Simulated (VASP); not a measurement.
Here is a VASP 6.6.1 calculation.

File INCAR:

```
PREC = Accurate ; ENCUT = 910
EDIFF = 1E-6 ; ISMEAR = -1
SIGMA = 0.05 ; LREAL = False
LASPH = True ; NELM = 120
ALGO = Normal ; ISIF = 2
LWAVE = False ; LCHARG = False
GGA = PE ; IVDW = 12
NBANDS = 28 ; GGA_COMPAT = False
```

Contents of KPOINTS:

```
Automatic mesh
0
Gamma
  7 7 7
```

Contents of POSCAR:

```
BaTiO3
1.0
    4.0782473671      0.0000000000      0.0000000000
    0.0000000000      4.0782473671      0.0000000000
    0.0000000000      0.0000000000      4.0968043205
Ba Ti O
1 1 3
Direct
    0.0000000000      0.0000000000      0.0000000000
    0.5000000000      0.5000000000      0.4900000000
    0.0000000000      0.5000000000      0.5170000000
    0.5000000000      0.0000000000      0.5170000000
    0.5000000000      0.5000000000      0.0190000000
```

Potentials or basis: VASP PAW PBE potentials, release 64 (Ba_sv, Ti_sv, O_h).

Run with:

```sh
$ cat potpaw_PBE.64/Ba_sv/POTCAR potpaw_PBE.64/Ti_sv/POTCAR potpaw_PBE.64/O_h/POTCAR > POTCAR
$ mpirun -np 1 vasp_std > vasp.out
```

Task: What does it give for the dispersion energy per atom?

Result: -0.249 eV.

Task: What does it give for the largest force?

Result: 0.622 eV/Å.

Forces on the atoms (eV/Å):
```
Ba   0.000  0.000  0.022
Ti   0.000  0.000 -0.391
O    0.000  0.000 -0.127
O    0.000  0.000 -0.127
O    0.000  0.000  0.622
```

Caveat: the cell stands under tension.
